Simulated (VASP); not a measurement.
Set up this calculation in VASP 6.6.1, as the native input.

```yaml
Task: single point
Functional: PBE
Potentials_or_basis: VASP PAW PBE potentials, release 64 (Eu)
Cutoff: 520 eV
k_mesh: 10 × 10 × 10
Occupations: methfessel-paxton, width 0.6 eV
Spin: collinear spin, ferromagnetic start
Starting_moments: "[7.02] μB"
Dipole_correction: no
Further_INCAR_settings: ALGO = Normal; EDIFF = 1e-06; NBANDS = 18
```

The structure of Eu lies in POSCAR:

```
Eu
1.0
   -2.1939508085      2.1939508085      2.1939508085
    2.1939508085     -2.1939508085      2.1939508085
    2.1939508085      2.1939508085     -2.1939508085
Eu
1
Direct
    0.0000000000      0.0000000000      0.0000000000
```

One way to write it, as run:

INCAR

```
PREC = Accurate
ENCUT = 520
EDIFF = 1E-6
ISMEAR = 1
SIGMA = 0.6
LREAL = F
LASPH = T
NELM = 150
ALGO = Normal
ISIF = 2
LWAVE = F
LCHARG = F
ISPIN = 2
MAGMOM = 7.02
LORBIT = 11
LMAXMIX = 6
GGA = PE
NBANDS = 18
```

KPOINTS

```
regular mesh
0
Gamma
  10 10 10
```

Potentials or basis: VASP PAW PBE potentials, release 64 (Eu).

Launch:

```bash
$ cat potpaw_PBE.64/Eu/POTCAR > POTCAR
$ mpirun -np 1 vasp_std > vasp.out
```

Results of the run:

The pressure is -0.4 GPa, the net moment is 7.38 μB per cell and the site moments are Eu +6.69 μB. The valence electrons inside the program's atomic spheres are Eu 14.73.

Caveat: so wide a smearing shifts energies and pressures.

It took 56 s on 1 thread of AMD EPYC 9R45 96-Core Processor (Zen 5), with other jobs on the host, peak memory 0.19 GiB.
